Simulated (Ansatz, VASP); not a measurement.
**Two plane-wave programs on HfN**

```xyz
4
Lattice="3.1265 0.0000 0.0000 -1.5633 2.7077 0.0000 0.0000 0.0000 5.3995" Properties=species:S:1:pos:R:3 pbc="T T T"
Hf    1.5633    0.9026    4.0497
Hf    0.0000    1.8051    1.3499
N     0.0000    0.0000    0.0000
N     0.0000    0.0000    2.6998
```

Alike in both runs: functional PBEsol; k mesh 8 × 8 × 4; no spin polarisation.

Ansatz relaxed the structure, and its values are those at the end. VASP's run is a single point on that final structure, the one shown.

```csv
,VASP,Ansatz
version,VASP 6.6.1,Ansatz 0.2.0
potentials or method,"VASP PAW PBE potentials, release 64 (Hf_pv, N), cutoff 520 eV","plane waves, PAW"
occupations,"methfessel-paxton of order 1, width 0.1 eV","cold, width 0.1 eV"
valence electrons in the cell,30,62
```

|  | VASP | Ansatz | Ansatz less VASP |
| --- | --- | --- | --- |
| pressure (GPa) | -2.0 | 0.0 | +2.00 |

VASP's potentials were made for PBE, not for PBEsol. VASP's potentials hold 30 valence electrons a cell and Ansatz's 62, so a difference there can come from the potentials and not from the codes.

Neither program's run includes spin-orbit coupling.
